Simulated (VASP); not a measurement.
# CoO (P6_3mc) in VASP: notebook

CoO is run at these levels: PBEsol; tasks: single point.

All numbers are computed with VASP 6.6.1; they aren't measurements. Logs are shortened: lines on timing, memory, paths and dates and some standing lists are left out, and cuts for length are marked.

### Step 1. The cell of the first run

Symmetry: P6_3mc, No. 186, hexagonal system. Conventional cell: a = 2.661 Å, b = 2.661 Å, c = 5.968 Å, α = 90.00°, β = 90.00°, γ = 120.00°. Within 2.4 Å of Co (site symmetry 3m) lie 4 O at 1.82 to 1.93 Å. Within 2.4 Å of O (site symmetry 3m) lie 4 Co at 1.82 to 1.93 Å.

### Step 2. Single point, PBEsol, collinear spin, ferromagnetic start

INCAR

```
SYSTEM = CoO
ALGO     = Normal         ! electronic algorithm
EDIFF    = 1E-6           ! SCF threshold, eV
ENCUT    = 520            ! plane-wave cutoff, eV
GGA      = PS             ! functional
ISIF     = 2              ! what is computed and relaxed
ISMEAR   = -1             ! smearing method
ISPIN    = 2              ! spin polarisation
LASPH    = .TRUE.         ! aspherical terms in the spheres
LCHARG   = .TRUE.         ! write CHGCAR
LELF     = .TRUE.         ! ELF
LMAXMIX  = 4              ! l up to which the mixer works
LORBIT   = 11             ! projections on sites
LREAL    = .FALSE.        ! projectors in reciprocal space
LVHAR    = .TRUE.       
LWAVE    = .FALSE.        ! write WAVECAR
MAGMOM   = 2 2 0 0        ! initial moments
NBANDS   = 27             ! bands
NELM     = 150            ! most SCF steps
PREC     = Accurate       ! precision mode
SIGMA    = 0.05           ! smearing width, eV
```

KPOINTS

```
k-points
0
G
  10 10 5
  0 0 0
```

POSCAR

```
CoO
1.0
    2.6609329442      0.0000000000      0.0000000000
   -1.3304664721      2.3044355275      0.0000000000
    0.0000000000      0.0000000000      5.9681935767
Co O
2 2
Direct
    0.3333333333      0.6666666667      0.5348437765
    0.0000000000      0.0000000000      0.0348436858
    0.3333333333      0.6666666667      0.8401569699
    0.0000000000      0.0000000000      0.3401565677
```

Potentials or basis: VASP PAW PBE potentials, release 64 (Co, O).

Launch:

```console
> cat potpaw_PBE.64/Co/POTCAR potpaw_PBE.64/O/POTCAR > POTCAR
> mpirun -np 1 vasp_std > vasp.out
```

OUTCAR:

```text
SYSTEM = CoO
   EDIFF = 1E-6
   ENCUT = 520
   GGA = PS
   ISIF = 2
   ISMEAR = -1
   ISPIN = 2
   LASPH = .TRUE.
   LORBIT = 11
   LREAL = .FALSE.
   NELM = 150
   PREC = Accurate

 ion  position               nearest neighbor table
   1  0.333  0.667  0.535-   3 1.82   4 1.93   4 1.93   4 1.93
   2  0.000  0.000  0.035-   4 1.82   3 1.93   3 1.93   3 1.93
   3  0.333  0.667  0.840-   1 1.82   2 1.93   2 1.93   2 1.93
   4  0.000  0.000  0.340-   2 1.82   1 1.93   1 1.93   1 1.93

  LATTYP: Found a hexagonal cell.
 ALAT       =     2.6609329442
 C/A-ratio  =     2.2428951431

  Lattice vectors:

 A1 = (   2.6609329442,   0.0000000000,   0.0000000000)
 A2 = (  -1.3304664721,   2.3044355275,   0.0000000000)
 A3 = (   0.0000000000,   0.0000000000,   5.9681935767)

Analysis of symmetry for initial positions (statically):
=====================================================================
 Subroutine PRICEL returns:
 Original cell was already a primitive cell.

 Routine SETGRP: Setting up the symmetry group for a
 hexagonal supercell.

 Subroutine GETGRP returns: Found 12 space group operations
 (whereof  6 operations were pure point group operations)
 out of a pool of 24 trial point group operations.

The static configuration has the point symmetry C_3v.
 The point group associated with its full space group is C_6v.

Analysis of symmetry for dynamics (positions and initial velocities):
=====================================================================
 Subroutine PRICEL returns:
 Original cell was already a primitive cell.

 Routine SETGRP: Setting up the symmetry group for a
 hexagonal supercell.

 Subroutine GETGRP returns: Found 12 space group operations
 (whereof  6 operations were pure point group operations)
 out of a pool of 24 trial point group operations.

The dynamic configuration has the point symmetry C_3v.
 The point group associated with its full space group is C_6v.

Analysis of structural, dynamic, and magnetic symmetry:
=====================================================================
 Subroutine PRICEL returns:
 Original cell was already a primitive cell.

 Routine SETGRP: Setting up the symmetry group for a
 hexagonal supercell.

 Subroutine GETGRP returns: Found 12 space group operations
 (whereof  6 operations were pure point group operations)
 out of a pool of 24 trial point group operations.

The overall configuration has the point symmetry C_3v.
 The point group associated with its full space group is C_6v.

 Subroutine INISYM returns: Found 12 space group operations
 (whereof  6 operations are pure point group operations),
 and found     1 'primitive' translations

----------------------------------------------------------------------------------------

                                     Primitive cell

  volume of cell :      36.5967

  direct lattice vectors                    reciprocal lattice vectors
     2.660932944  0.000000000  0.000000000     0.375808042  0.216972874  0.000000000
    -1.330466472  2.304435527  0.000000000     0.000000000  0.433945749  0.000000000
     0.000000000  0.000000000  5.968193577     0.000000000  0.000000000  0.167554887

  length of vectors
     2.660932944  2.660932944  5.968193577     0.433945749  0.433945749  0.167554887

  position of ions in fractional coordinates (direct lattice)
     0.333333333  0.666666667  0.534843776
     0.000000000  0.000000000  0.034843686
     0.333333333  0.666666667  0.840156970
     0.000000000  0.000000000  0.340156568

  ion indices of the primitive-cell ions
   primitive index   ion index
                 1           1
                 2           2
                 3           3
                 4           4

----------------------------------------------------------------------------------------

 KPOINTS: k-points

Automatic generation of k-mesh.
 Grid dimensions read from file:
 generate k-points for:   10   10    5

 Generating k-lattice:

  Cartesian coordinates                     Fractional coordinates (reciprocal lattice)
     0.037580804  0.021697287  0.000000000     0.100000000 -0.000000000  0.000000000
     0.000000000  0.043394575  0.000000000     0.000000000  0.100000000  0.000000000
     0.000000000  0.000000000  0.033510977     0.000000000  0.000000000  0.200000000

  Length of vectors
     0.043394575  0.043394575  0.033510977

  Shift w.r.t. Gamma in fractional coordinates (k-lattice)
     0.000000000  0.000000000  0.000000000

 Subroutine IBZKPT returns following result:
 ===========================================

 Found     42 irreducible k-points:

 Following reciprocal coordinates:
            Coordinates               Weight
  0.000000  0.000000  0.000000      1.000000
  0.100000  0.000000  0.000000      6.000000
  0.200000  0.000000  0.000000      6.000000
  0.300000  0.000000  0.000000      6.000000
  0.400000  0.000000  0.000000      6.000000
  0.500000  0.000000  0.000000      3.000000
[... 16 lines left out ...]
  0.300000  0.100000  0.200000     24.000000
  0.400000  0.100000  0.200000     24.000000
 [... further k-points ...]
   k-points           NKPTS =     42   k-points in BZ     NKDIM =     42   number of bands    NBANDS=     27
   number of dos      NEDOS =    301   number of ions     NIONS =      4
   total plane-waves  NPLWV =  19200
   dimension x,y,z NGX =    20 NGY =   20 NGZ =   48
   dimension x,y,z NGXF=    40 NGYF=   40 NGZF=   96
   ions per type =               2   2
   NGX,Y,Z   is equivalent  to a cutoff of  12.50, 12.50, 13.37 a.u.
   NGXF,Y,Z  is equivalent  to a cutoff of  24.99, 24.99, 26.74 a.u.
 SYSTEM =  CoO
   PREC   = accura    normal or accurate (medium, high low for compatibility)
   ISTART =      0    job   : 0-new  1-cont  2-samecut
   ICHARG =      2    charge: 1-file 2-atom 10-const
   ISPIN  =      2    spin polarized calculation?
   LNONCOLLINEAR =      F non collinear calculations
   LSORBIT =      F    spin-orbit coupling
   LASPH  =      T    aspherical Exc in radial PAW
   ENCUT  =  520.0 eV  38.22 Ry    6.18 a.u.   4.95  4.95 11.10*2*pi/ulx,y,z
   NELM   =    150;   NELMIN=  2; NELMDL= -5     # of ELM steps
   EDIFF  = 0.1E-05   stopping-criterion for ELM
   LREAL  =      F    real-space projection
   EDIFFG = 0.1E-04   stopping-criterion for IOM
   NSW    =      0    number of steps for IOM
   IBRION =     -1    ionic relax: 0-MD 1-quasi-New 2-CG
   NFREE  =      0    steps in history (QN), initial steepest desc. (CG)
   ISIF   =      2    stress and relaxation
   ISYM   =      2    0-nonsym 1-usesym 2-fastsym
   POTIM  = 0.5000    time-step for ionic-motion
   TEBEG  =    0.0;   TEEND  =   0.0 temperature during run
   PSTRESS=    0.0 pullay stress
   NELECT =      30.0000    total number of electrons
   NUPDOWN=      -1.0000    fix difference up-down
   EMIN   =  10.00;   EMAX   =-10.00  energy-range for DOS
   EFERMI =   0.00;   METHOD = LEGACY
   ISMEAR =    -1;   SIGMA  =   0.05  broadening in eV -4-tet -1-fermi 0-gaus
   EFERMI_NEDOS =   21; number of points for ismear=-14 and -15
   IALGO  =     38    algorithm
   IMIX   =      4    mixing-type and parameters
     AMIX     =   0.40;   BMIX     =  1.00
     AMIX_MAG =   1.60;   BMIX_MAG =  1.00
  volume/ion in A,a.u.               =       9.15        61.74
  Fermi-wavevector in a.u.,A,eV,Ry     =   1.532151  2.895345 31.939478  2.347485
  Thomas-Fermi vector in A             =   2.639396
   LORBIT       =     11    0 simple, 1 ext, 2 COOP (PROOUT), +10 PAW based schemes
   GGA     = PS    functional components
   LHFCALC =     F    Hartree Fock is set to
   AEXX    =    0.0000 exact exchange contribution
   IVDW    =     0    specifies the selected vdW correction
   LEPSILON=     F    determine dielectric tensor
   LRPA    =     F    only Hartree local field effects (RPA)
 spin polarized calculation
  energy-cutoff  :      520.00
  volume of cell :       36.60
 maximum number of plane-waves:      1005
 NGX is ok and might be reduce to    20
   NGX =  9   NGY =  9   NGZ = 23

 number of electron      30.0000008 magnetization       2.4349371

 Free energy of the ion-electron system (eV)
  ---------------------------------------------------
  ext. energy  EPLUGINS =         0.00000000
  ---------------------------------------------------
  free energy    TOTEN  =       -28.39700474 eV

  energy without entropy =      -28.36075927  energy(sigma->0) =      -28.37888200

 E-fermi :   8.1139     XC(G=0): -12.9324

 val. band max:        8.1132312361   @ k =   0.3000   0.3000   0.0000
 cond. band min:       8.1232435308   @ k =   0.4000   0.1000   0.0000
 fundamental gap:      0.0100122947
 Fermi energy:         8.1138686806

 spin component 1

 k-point     1 :       0.0000    0.0000    0.0000
  band No.  band energies     occupation
      1     -12.9120      1.00000
      2     -12.2488      1.00000
      3      -0.7230      1.00000
      4       0.6412      1.00000
      5       3.1316      1.00000
      6       3.1316      1.00000
[... 19 lines left out ...]
     26      29.3518      0.00000
     27      29.3518      0.00000
[... 667 lines left out ...]
      5       1.3021      1.00000
      6       1.4342      1.00000
[... 19 lines left out ...]
     26      25.5993      0.00000
     27      26.1669      0.00000

 [... further k-points ...]

 spin component 2

 k-point     1 :       0.0000    0.0000    0.0000
  band No.  band energies     occupation
      1     -12.7415      1.00000
      2     -12.0693      1.00000
      3      -0.5946      1.00000
      4       1.0655      1.00000
      5       3.7386      1.00000
      6       3.7386      1.00000
[... 19 lines left out ...]
     26      29.4691      0.00000
     27      29.4691      0.00000
[... 667 lines left out ...]
      5       1.6076      1.00000
      6       1.7939      1.00000
[... 19 lines left out ...]
     26      25.7705      0.00000
     27      26.3900      0.00000

 [... further k-points ...]

------------------------ aborting loop because EDIFF is reached ----------------------------------------

  FORCE on cell =-STRESS in cart. coord.  units (eV):
  Direction    XX          YY          ZZ          XY          YZ          ZX
  --------------------------------------------------------------------------------------
  -------------------------------------------------------------------------------------
  Total       -0.1686375     -0.1686375     -1.3273534      0.0000000      0.0000000      0.0000000
  in kB       -7.3828392     -7.3828392    -58.1106526      0.0000000      0.0000000      0.0000000
  external PRESSURE =     -24.2921104 kB  Pullay stress =       0.0000000 kB

 VOLUME and BASIS-vectors are now :
 -----------------------------------------------------------------------------
  energy-cutoff  :      520.00
  volume of cell :       36.60
      direct lattice vectors                 reciprocal lattice vectors
     2.660932944  0.000000000  0.000000000     0.375808042  0.216972874  0.000000000
    -1.330466472  2.304435527  0.000000000     0.000000000  0.433945749  0.000000000
     0.000000000  0.000000000  5.968193577     0.000000000  0.000000000  0.167554887

 POSITION                                       TOTAL-FORCE (eV/Angst)
 -----------------------------------------------------------------------------------
     -0.00000      1.53629      3.19205        -0.000000      0.000000     -0.728046
      0.00000      0.00000      0.20795         0.000000     -0.000000     -0.728046
     -0.00000      1.53629      5.01422         0.000000      0.000000      0.728046
      0.00000      0.00000      2.03012        -0.000000     -0.000000      0.728046
 -----------------------------------------------------------------------------------
    total drift:                               -0.000000      0.000000      0.000906

  FREE ENERGIE OF THE ION-ELECTRON SYSTEM (eV)
  ---------------------------------------------------
  free  energy   TOTEN  =       -28.3970047359 eV

  energy  without entropy=      -28.3607592695  energy(sigma->0) =      -28.37888200

 total charge

# of ion       s       p       d       tot
------------------------------------------
    1        0.408   0.587   7.313   8.308
    2        0.408   0.587   7.313   8.308
    3        1.566   3.400   0.000   4.966
    4        1.566   3.400   0.000   4.966
--------------------------------------------------
tot          3.948   7.972  14.627  26.547

 magnetization (x)

# of ion       s       p       d       tot
------------------------------------------
    1        0.001   0.002   1.111   1.114
    2        0.001   0.002   1.111   1.114
    3        0.012   0.081   0.000   0.093
    4        0.012   0.081   0.000   0.093
--------------------------------------------------
tot          0.026   0.165   2.223   2.414
```

Wall time 83 s (1 thread of AMD EPYC 7R13 (Zen 3), shared host); peak memory 0.17 GiB.

Results:

- Free energy: -28.3970 eV
- Pressure: -2.4 GPa
- Largest force: 0.728 eV/Å
- Net moment: 2.43 μB per cell
- Site moments: Co +1.11; O +0.09 μB
- Valence electrons inside the program's atomic spheres: Co 8.31; O 4.97

Forces in eV/Å, atoms in the order of the input:
```
Co   0.000  0.000 -0.728
Co   0.000  0.000 -0.728
O    0.000  0.000  0.728
O    0.000  0.000  0.728
```

Levels at points of the mesh, in eV from the Fermi level:
Spin up:
| k point | band 13 | band 14 | band 15 | band 16 | band 17 | band 18 | band 19 | band 20 |
| --- | --- | --- | --- | --- | --- | --- | --- | --- |
| (0.00, 0.00, 0.00) | -1.77 | -1.77 | -0.81 | -0.81 | 0.60 | 0.60 | 2.19 | 6.19 |
| (0.50, 0.00, 0.00) | -1.33 | -1.10 | -1.00 | -0.45 | -0.25 | 0.73 | 5.68 | 7.07 |
Spin down:
| k point | band 12 | band 13 | band 14 | band 15 | band 16 | band 17 |
| --- | --- | --- | --- | --- | --- | --- |
| (0.00, 0.00, 0.00) | -1.27 | -0.83 | -0.83 | 0.10 | 0.10 | 1.54 |
| (0.50, 0.00, 0.00) | -0.52 | -0.37 | 0.05 | 0.28 | 0.66 | 0.94 |

Caveat: the PAW data sets were made with another functional, which shifts forces and pressure a little; semilocal functionals often make such compounds metallic where correlation or magnetic order opens a gap, which also shifts bond lengths. With open d or f shells a metallic result of PBEsol can be an artefact of self-interaction; +U or a hybrid may open a gap.

### Step 3. Single point, PBEsol, collinear spin, ferromagnetic start

This run uses another cell than the first one, of 8.92 Å³/atom.

INCAR

```
SYSTEM = CoO
  PREC = Accurate
  ENCUT = 520
  EDIFF = 1E-6
  ISMEAR = -1
  SIGMA = 0.05
  LREAL = .FALSE.
  LASPH = .TRUE.
  NELM = 150
  ALGO = Normal
  ISIF = 2
  LWAVE = .FALSE.
  LCHARG = .TRUE.
  ISPIN = 2
  MAGMOM = 2 2 0 0
  LORBIT = 11
  LMAXMIX = 4
  GGA = PS
  LELF = .TRUE.
  LVHAR = .TRUE.
  NBANDS = 27
```

KPOINTS

```
regular mesh
0
G
  10 10 5
  0 0 0
```

POSCAR

```
CoO
1.0
    2.6293857559      0.0000000000      0.0000000000
   -1.3146928780      2.2771148610      0.0000000000
    0.0000000000      0.0000000000      5.9568905402
Co O
2 2
Direct
    0.3333333333      0.6666666667      0.5353554196
    0.0000000000      0.0000000000      0.0353564775
    0.3333333333      0.6666666667      0.8396451381
    0.0000000000      0.0000000000      0.3396439648
```

Potentials or basis: VASP PAW PBE potentials, release 64 (Co, O).

Launch:

```console
> cat potpaw_PBE.64/Co/POTCAR potpaw_PBE.64/O/POTCAR > POTCAR
> mpirun -np 1 vasp_std > vasp.out
```

Run time: 73 s. Hardware: 1 thread of AMD EPYC 7R13 (Zen 3), shared host; peak memory 0.17 GiB.

Results (log left out):

```yaml
Free_energy: -28.3829 eV
Pressure: 1.7 GPa
Largest_force: 0.639 eV/Å
Net_moment: 2.07 μB per cell
Site_moments: Co +0.95; O +0.08 μB
Valence_electrons_inside_the_program's_atomic_spheres: Co 8.37; O 4.97
```

Forces on the atoms (eV/Å):
```
Co   0.000  0.000 -0.639
Co   0.000  0.000 -0.639
O    0.000  0.000  0.639
O    0.000  0.000  0.639
```

Stress tensor (GPa, compression positive):
```
 3.60  0.00  0.00
 0.00  3.60  0.00
 0.00  0.00 -2.07
```

Levels at points of the mesh, in eV from the Fermi level:
Spin up:
| k point | band 12 | band 13 | band 14 | band 15 | band 16 | band 17 | band 18 | band 19 | band 20 | band 21 |
| --- | --- | --- | --- | --- | --- | --- | --- | --- | --- | --- |
| (0.00, 0.00, 0.00) | -1.94 | -1.70 | -1.70 | -0.76 | -0.76 | 0.69 | 0.69 | 2.37 | 6.28 | 8.95 |
| (0.50, 0.00, 0.00) | -1.32 | -1.28 | -0.98 | -0.88 | -0.31 | -0.10 | 0.83 | 5.72 | 7.19 | 8.92 |
Spin down:
```tsv
k point	band 10	band 11	band 12	band 13	band 14	band 15	band 16	band 17	band 18	band 19
(0.00, 0.00, 0.00)	-1.59	-1.36	-1.36	-0.91	-0.91	0.01	0.01	1.48	1.48	3.00
(0.50, 0.00, 0.00)	-1.82	-1.21	-0.58	-0.46	0.02	0.21	0.63	0.92	1.62	5.96
```

Caveat: the PAW data sets were made with another functional, which shifts forces and pressure a little; semilocal functionals often make such compounds metallic where correlation or magnetic order opens a gap, which also shifts bond lengths. With open d or f shells a metallic result of PBEsol can be an artefact of self-interaction; +U or a hybrid may open a gap.

(Part 1 of 2 ends here.)
